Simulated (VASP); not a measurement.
# HfC (rocksalt type): single point with PBEsol

The system is HfC (rocksalt type).

```
CELL_PARAMETERS angstrom
0.00000 1.98508 1.98508
1.98508 0.00000 1.98508
1.98508 1.98508 0.00000
ATOMIC_POSITIONS crystal
Hf 0.00000 0.00000 0.00000
C 0.50000 0.50000 0.50000
```

```yaml
Program: VASP 6.6.1
Task: single point
Functional: PBEsol
Potentials_or_basis: VASP PAW PBE potentials, release 64 (Hf_pv, C)
Cutoff: 520 eV
k_mesh: 17 × 17 × 17
Occupations: fermi-dirac, width 0.08 eV
Spin: no spin polarisation
Dipole_correction: no
Further_INCAR_settings: ALGO = Normal; EDIFF = 1e-06; NBANDS = 14
```

```yaml
Pressure: 273.1 GPa
Band_gap_on_the_k_mesh: zero (bands 7 and 8 overlap by 1.48 eV)
```

Levels at points of the mesh, in eV from the Fermi level:
```tsv
k point	band 4	band 5	band 6	band 7	band 8	band 9	band 10	band 11
(0.00, 0.00, 0.00)	-14.62	0.85	0.85	0.85	1.11	1.11	1.11	4.56
```

It took 21 s on 1 thread of AMD EPYC 9R45 96-Core Processor (Zen 5) (shared host), peak memory 0.14 GiB.

Caveat: the cell stands under pressure; the PAW data sets were made with another functional, which shifts forces and pressure a little; spin-orbit coupling is left out, which moves the levels of the heavy elements.
